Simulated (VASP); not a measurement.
# ScAl3N4 (Cmc2_1) in VASP: relaxation of the atoms with LDA

Aim: the relaxation of the atoms of ScAl3N4 with LDA.

All numbers are computed with VASP 6.6.1; they aren't measurements. Logs are shortened: lines on timing, memory, paths and dates and some standing lists are left out, and cuts for length are marked.

## 1. The cell of the first run

Symmetry: Cmc2_1, No. 36, orthorhombic system. Conventional cell: a = 6.394 Å, b = 11.006 Å, c = 4.949 Å, α = 90.00°, β = 90.00°, γ = 90.00°. Within 2.5 Å of Al (site symmetry 1) lie 4 N at 1.87 to 1.92 Å. Al (site symmetry m) has 4 N at 1.87 to 1.92 Å within 2.5 Å. Sc (site symmetry m) has 4 N at 2.02 to 2.10 Å within 2.7 Å. N (site symmetry m) has 2 Al at 1.87 Å and 2 Sc at 2.02 to 2.10 Å within 2.5 Å. N (site symmetry 1) has 3 Al at 1.87 Å and 1 Sc at 2.02 Å within 2.5 Å. N (site symmetry m) has 4 Al at 1.91 to 1.92 Å within 2.5 Å.

## 2. Relaxation of the atoms, LDA

INCAR reads:

```
PREC = Accurate
ENCUT = 520
EDIFF = 1E-7
ISMEAR = 0
SIGMA = 0.01
LREAL = Auto
LASPH = T
NELM = 80
ALGO = Normal
ISIF = 2
LWAVE = F
LCHARG = F
IBRION = 2
NSW = 80
EDIFFG = -0.004
KPAR = 4
```

KPOINTS reads:

```
regular mesh
0
Gamma
  4 4 5
```

POSCAR reads:

```
ScAl3N4
1.0
    6.3640015581     -0.0170674727      0.0000000000
   -3.1967816441      5.5369882281      0.0000000000
    0.0000000000      0.0000000000      4.9488734883
Al Sc N
6 2 8
Direct
    0.3348185684      0.1638064834      0.4983390642
    0.1692463842      0.8346231921     -0.0046849059
    0.3348185684      0.6710120850      0.4983390642
    0.6651814316      0.3361935166     -0.0016609358
    0.6651814316      0.8289879150     -0.0016609358
    0.8307536158      0.6653768079      0.4953150941
    0.1776907784      0.3388453892     -0.0112157066
    0.8223092216      0.1611546108      0.4887842934
    0.1822681956      0.3411340978      0.4137066912
    0.3452146363      0.1544753666      0.8765345349
    0.1648562691      0.8324281345      0.3804467231
    0.3452146363      0.6907392697      0.8765345349
    0.6547853637      0.3455246334      0.3765345349
    0.8177318044      0.1588659022      0.9137066912
    0.6547853637      0.8092607303      0.3765345349
    0.8351437309      0.6675718654      0.8804467231
```

Potentials or basis: VASP PAW LDA potentials, release 64 (Al, Sc_sv, N).

Launch:

```sh
> cat potpaw_LDA.64/Al/POTCAR potpaw_LDA.64/Sc_sv/POTCAR potpaw_LDA.64/N/POTCAR > POTCAR
> mpirun -np 4 vasp_std > vasp.out
```

OUTCAR:

```text
PREC = Accurate
   ENCUT = 520
   EDIFF = 1E-7
   ISMEAR = 0
   LREAL = Auto
   LASPH = T
   NELM = 80
   ISIF = 2
   IBRION = 2
   NSW = 80
   EDIFFG = -0.004

 ion  position               nearest neighbor table
   1  0.335  0.164  0.498-  13 1.87   9 1.87  10 1.87  11 1.92   7 3.04   2 3.06   4 3.07   4 3.07
                             2 3.08   8 3.11   7 3.12   3 3.15   6 3.17   6 3.19   3 3.24   8 3.25
   2  0.169  0.835  0.995-  10 1.87  12 1.87  11 1.91  16 1.92   1 3.06   3 3.06   1 3.08   3 3.08
                             6 3.10   6 3.10   4 3.17   5 3.17   4 3.19   5 3.19   7 3.20   7 3.20
   3  0.335  0.671  0.498-  15 1.87   9 1.87  12 1.87  11 1.92   7 3.04   2 3.06   5 3.07   5 3.07
                             2 3.08   8 3.11   7 3.12   1 3.15   6 3.17   6 3.19   1 3.24   8 3.25
   4  0.665  0.336  0.998-  10 1.87  14 1.87  13 1.87  16 1.92   8 3.04   6 3.06   1 3.07   1 3.07
                             6 3.08   7 3.11   8 3.12   5 3.15   2 3.17   2 3.19   5 3.24   7 3.25
   5  0.665  0.829  0.998-  12 1.87  14 1.87  15 1.87  16 1.92   8 3.04   6 3.06   3 3.07   3 3.07
                             6 3.08   7 3.11   8 3.12   4 3.15   2 3.17   2 3.19   4 3.24   7 3.25
   6  0.831  0.665  0.495-  13 1.87  15 1.87  16 1.91  11 1.92   4 3.06   5 3.06   4 3.08   5 3.08
                             2 3.10   2 3.10   1 3.17   3 3.17   1 3.19   3 3.19   8 3.20   8 3.20
   7  0.178  0.339  0.989-  14 2.02  12 2.02  10 2.02   9 2.10   3 3.04   1 3.04   5 3.11   4 3.11
                             3 3.12   1 3.12   8 3.15   8 3.15   2 3.20   2 3.20   5 3.25   4 3.25
   8  0.822  0.161  0.489-   9 2.02  15 2.02  13 2.02  14 2.10   5 3.04   4 3.04   3 3.11   1 3.11
                             5 3.12   4 3.12   7 3.15   7 3.15   6 3.20   6 3.20   3 3.25   1 3.25
   9  0.182  0.341  0.414-   3 1.87   1 1.87   8 2.02   7 2.10
  10  0.345  0.154  0.877-   2 1.87   4 1.87   1 1.87   7 2.02
  11  0.165  0.832  0.380-   2 1.91   3 1.92   1 1.92   6 1.92
  12  0.345  0.691  0.877-   2 1.87   5 1.87   3 1.87   7 2.02
  13  0.655  0.346  0.377-   6 1.87   1 1.87   4 1.87   8 2.02
  14  0.818  0.159  0.914-   5 1.87   4 1.87   7 2.02   8 2.10
  15  0.655  0.809  0.377-   6 1.87   3 1.87   5 1.87   8 2.02
  16  0.835  0.668  0.880-   6 1.91   4 1.92   5 1.92   2 1.92

  LATTYP: Found a base centered orthorhombic cell.
 ALAT       =     6.3935632880
 B/A-ratio  =     1.7213728979
 C/A-ratio  =     0.7740399626

  Lattice vectors:

 A1 = (   3.1672199140,   5.5199207554,   0.0000000000)
 A2 = (  -6.3640015581,   0.0170674727,   0.0000000000)
 A3 = (   0.0000000000,   0.0000000000,   4.9488734883)

Analysis of symmetry for initial positions (statically):
=====================================================================
 Subroutine PRICEL returns:
 Original cell was already a primitive cell.

 Routine SETGRP: Setting up the symmetry group for a
 base centered orthorhombic supercell.

 Subroutine GETGRP returns: Found  4 space group operations
 (whereof  1 operations were pure point group operations)
 out of a pool of  8 trial point group operations.

The static configuration has the point symmetry C_1 .
 The point group associated with its full space group is C_2v.

Analysis of symmetry for dynamics (positions and initial velocities):
=====================================================================
 Subroutine PRICEL returns:
 Original cell was already a primitive cell.

 Routine SETGRP: Setting up the symmetry group for a
 base centered orthorhombic supercell.

 Subroutine GETGRP returns: Found  4 space group operations
 (whereof  1 operations were pure point group operations)
 out of a pool of  8 trial point group operations.

The dynamic configuration has the point symmetry C_1 .
 The point group associated with its full space group is C_2v.

 Subroutine INISYM returns: Found  4 space group operations
 (whereof  1 operations are pure point group operations),
 and found     1 'primitive' translations

----------------------------------------------------------------------------------------

                                     Primitive cell

  volume of cell :     174.1154

  direct lattice vectors                    reciprocal lattice vectors
     6.364001558 -0.017067473  0.000000000     0.157377520  0.090861954  0.000000000
    -3.196781644  5.536988228  0.000000000     0.000485108  0.180883676  0.000000000
     0.000000000  0.000000000  4.948873488     0.000000000  0.000000000  0.202066188

  length of vectors
     6.364024444  6.393563288  4.948873488     0.181723907  0.180884326  0.202066188

  position of ions in fractional coordinates (direct lattice)
     0.334818568  0.163806483  0.498339064
     0.169246384  0.834623192  0.995315094
     0.334818568  0.671012085  0.498339064
     0.665181432  0.336193517  0.998339064
     0.665181432  0.828987915  0.998339064
     0.830753616  0.665376808  0.495315094
[... 8 lines left out ...]
     0.654785364  0.809260730  0.376534535
     0.835143731  0.667571865  0.880446723

  ion indices of the primitive-cell ions
   primitive index   ion index
                 1           1
                 2           2
                 3           3
                 4           4
                 5           5
                 6           6
[... 8 lines left out ...]
                15          15
                16          16

----------------------------------------------------------------------------------------

 KPOINTS: regular mesh

Automatic generation of k-mesh.
 Grid dimensions read from file:
 generate k-points for:    4    4    5

 Generating k-lattice:

  Cartesian coordinates                     Fractional coordinates (reciprocal lattice)
     0.039344380  0.022715488  0.000000000     0.250000000  0.000000000  0.000000000
     0.000121277  0.045220919  0.000000000     0.000000000  0.250000000  0.000000000
     0.000000000  0.000000000  0.040413238     0.000000000  0.000000000  0.200000000

  Length of vectors
     0.045430977  0.045221082  0.040413238

  Shift w.r.t. Gamma in fractional coordinates (k-lattice)
     0.000000000  0.000000000  0.000000000

 Subroutine IBZKPT returns following result:
 ===========================================

 Found     21 irreducible k-points:

 Following reciprocal coordinates:
            Coordinates               Weight
  0.000000  0.000000  0.000000      1.000000
  0.250000  0.000000  0.000000      2.000000
  0.500000  0.000000  0.000000      1.000000
 -0.000000  0.250000  0.000000      4.000000
  0.250000  0.250000  0.000000      4.000000
 -0.000000  0.500000  0.000000      2.000000
[... 13 lines left out ...]
 -0.000000  0.500000  0.400000      4.000000
  0.250000  0.500000  0.400000      4.000000
   k-points           NKPTS =     21   k-points in BZ     NKDIM =     21   number of bands    NBANDS=     49
   number of dos      NEDOS =    301   number of ions     NIONS =     16
   total plane-waves  NPLWV =  92160
   dimension x,y,z NGX =    48 NGY =   48 NGZ =   40
   dimension x,y,z NGXF=    96 NGYF=   96 NGZF=   80
   ions per type =               6   2   8
   NGX,Y,Z   is equivalent  to a cutoff of  12.54, 12.48, 13.44 a.u.
   NGXF,Y,Z  is equivalent  to a cutoff of  25.08, 24.96, 26.87 a.u.
 SYSTEM =  unknown system
   PREC   = accura    normal or accurate (medium, high low for compatibility)
   ISTART =      0    job   : 0-new  1-cont  2-samecut
   ICHARG =      2    charge: 1-file 2-atom 10-const
   ISPIN  =      1    spin polarized calculation?
   LNONCOLLINEAR =      F non collinear calculations
   LSORBIT =      F    spin-orbit coupling
   LASPH  =      T    aspherical Exc in radial PAW
   ENCUT  =  520.0 eV  38.22 Ry    6.18 a.u.  11.83 11.89  9.20*2*pi/ulx,y,z
   NELM   =     80;   NELMIN=  2; NELMDL= -5     # of ELM steps
   EDIFF  = 0.1E-06   stopping-criterion for ELM
   LREAL  =      T    real-space projection
   EDIFFG = -.4E-02   stopping-criterion for IOM
   NSW    =     80    number of steps for IOM
   IBRION =      2    ionic relax: 0-MD 1-quasi-New 2-CG
   NFREE  =      1    steps in history (QN), initial steepest desc. (CG)
   ISIF   =      2    stress and relaxation
   ISYM   =      2    0-nonsym 1-usesym 2-fastsym
   POTIM  = 0.5000    time-step for ionic-motion
   TEBEG  =    0.0;   TEEND  =   0.0 temperature during run
   PSTRESS=    0.0 pullay stress
   NELECT =      80.0000    total number of electrons
   NUPDOWN=      -1.0000    fix difference up-down
   EMIN   =  10.00;   EMAX   =-10.00  energy-range for DOS
   EFERMI =   0.00;   METHOD = LEGACY
   ISMEAR =     0;   SIGMA  =   0.01  broadening in eV -4-tet -1-fermi 0-gaus
   EFERMI_NEDOS =   21; number of points for ismear=-14 and -15
   IALGO  =     38    algorithm
   IMIX   =      4    mixing-type and parameters
     AMIX     =   0.40;   BMIX     =  1.00
     AMIX_MAG =   1.60;   BMIX_MAG =  1.00
  volume/ion in A,a.u.               =      10.88        73.44
  Fermi-wavevector in a.u.,A,eV,Ry     =   1.263259  2.387213 21.712495  1.595823
  Thomas-Fermi vector in A             =   2.396625
   LORBIT       =      0    0 simple, 1 ext, 2 COOP (PROOUT), +10 PAW based schemes
   GGA     = CA    functional components
   LHFCALC =     F    Hartree Fock is set to
   AEXX    =    0.0000 exact exchange contribution
   IVDW    =     0    specifies the selected vdW correction
   LEPSILON=     F    determine dielectric tensor
   LRPA    =     F    only Hartree local field effects (RPA)
 conjugate gradient relaxation of ions
 non-spin polarized calculation
 Gauss-broadening in eV      SIGMA  =   0.01
  energy-cutoff  :      520.00
  volume of cell :      174.12
 maximum number of plane-waves:      4716
 NGX is ok and might be reduce to    48
   NGX = 23   NGY = 23   NGZ = 19

--------------------------------------- Ionic step        1  -------------------------------------------

 number of electron      80.0000007 magnetization

 Free energy of the ion-electron system (eV)
  ---------------------------------------------------
  ext. energy  EPLUGINS =         0.00000000
  ---------------------------------------------------
  free energy    TOTEN  =      -136.45347766 eV

  energy without entropy =     -136.45347766  energy(sigma->0) =     -136.45347766

------------------------ aborting loop because EDIFF is reached ----------------------------------------

  FORCE on cell =-STRESS in cart. coord.  units (eV):
  Direction    XX          YY          ZZ          XY          YZ          ZX
  --------------------------------------------------------------------------------------
  -------------------------------------------------------------------------------------
  Total        3.8770821      3.9133484      1.7243318     -0.0314075      0.0000000      0.0000000
  in kB       35.6761787     36.0098942     15.8669758     -0.2890061      0.0000000      0.0000000
  external PRESSURE =      29.1843496 kB  Pullay stress =       0.0000000 kB
[... 335 lines left out ...]
  energy  without entropy=     -136.4556072153  energy(sigma->0) =     -136.45560722

--------------------------------------- Ionic step        8  -------------------------------------------

 number of electron      80.0000007 magnetization

 Free energy of the ion-electron system (eV)
  ---------------------------------------------------
  ext. energy  EPLUGINS =         0.00000000
  ---------------------------------------------------
  free energy    TOTEN  =      -136.45562319 eV

  energy without entropy =     -136.45562319  energy(sigma->0) =     -136.45562319

 E-fermi :   5.2432     XC(G=0): -11.3676

 val. band max:        5.1619265579   @ k =   0.0000   0.0000   0.0000
 cond. band min:       8.7956082808   @ k =   0.2500   0.2500   0.0000
 fundamental gap:      3.6336817228
 Fermi energy:         5.2432135097

 k-point     1 :       0.0000    0.0000    0.0000
  band No.  band energies     occupation
      1     -40.8616      2.00000
      2     -40.8215      2.00000
      3     -20.1144      2.00000
      4     -20.0931      2.00000
      5     -20.0504      2.00000
      6     -20.0114      2.00000
[... 1124 lines left out ...]
  FREE ENERGIE OF THE ION-ELECTRON SYSTEM (eV)
  ---------------------------------------------------
  free  energy   TOTEN  =      -136.4556231911 eV

  energy  without entropy=     -136.4556231911  energy(sigma->0) =     -136.45562319

 reached required accuracy - stopping structural energy minimisation
```

Wall time 9.3 min (4 MPI ranks of Intel Xeon Platinum 8375C at 2.90GHz (Ice Lake), shared host); peak memory 0.3 GiB.

What came out:

* Free energy: -136.4556 eV
* Energy gained by relaxing: 0.1 meV/atom
* Ionic steps: 8
* Pressure after relaxing: 2.9 GPa
* Largest force after relaxing: 0.004 eV/Å
* Band gap on the k mesh: 3.63 eV (least direct gap 3.65 eV)

Forces on the atoms (eV/Å):
```
Al  -0.001  0.000  0.002
Al   0.002  0.001 -0.003
Al   0.000 -0.001  0.002
Al   0.001  0.000  0.002
Al   0.000  0.001  0.002
Al  -0.002 -0.001 -0.003
Sc   0.000  0.000 -0.001
Sc   0.000  0.000 -0.001
N   -0.001 -0.001 -0.001
N    0.003  0.000  0.001
N    0.000  0.000 -0.001
N    0.001  0.003  0.001
N   -0.003  0.000  0.001
N    0.001  0.001 -0.001
N   -0.001 -0.003  0.001
N    0.000  0.000 -0.001
```

The path:
```csv
step,energy change (eV),largest force (eV/Å),pressure (GPa)
1,0.0000,0.1066,2.92
2,-0.0019,0.0296,2.89
3,-0.0020,0.0292,2.89
4,-0.0021,0.0144,2.89
5,-0.0021,0.0145,2.89
6,-0.0021,0.0070,2.89
7,-0.0021,0.0105,2.89
8,-0.0021,0.0038,2.89
```

Final structure:
```cif
data_structure
_symmetry_space_group_name_H-M 'P 1'
_symmetry_Int_Tables_number 1
_cell_length_a 6.3640
_cell_length_b 6.3936
_cell_length_c 4.9489
_cell_angle_alpha 90.000
_cell_angle_beta 90.000
_cell_angle_gamma 120.154
_cell_volume 174.12
loop_
_atom_site_label
_atom_site_type_symbol
_atom_site_fract_x
_atom_site_fract_y
_atom_site_fract_z
_atom_site_occupancy
Al1 Al 0.33461 0.16345 0.49853 1
Al2 Al 0.16897 0.83448 0.99565 1
Al3 Al 0.33461 0.67116 0.49853 1
Al4 Al 0.66539 0.33655 0.99853 1
Al5 Al 0.66539 0.82884 0.99853 1
Al6 Al 0.83103 0.66552 0.49565 1
Sc1 Sc 0.17806 0.33903 0.98999 1
Sc2 Sc 0.82194 0.16097 0.48999 1
N1 N 0.18244 0.34122 0.41393 1
N2 N 0.34546 0.15415 0.87570 1
N3 N 0.16470 0.83235 0.37996 1
N4 N 0.34546 0.69131 0.87570 1
N5 N 0.65454 0.34585 0.37570 1
N6 N 0.81756 0.15878 0.91393 1
N7 N 0.65454 0.80869 0.37570 1
N8 N 0.83530 0.66765 0.87996 1
```

A k mesh can miss the band edges.
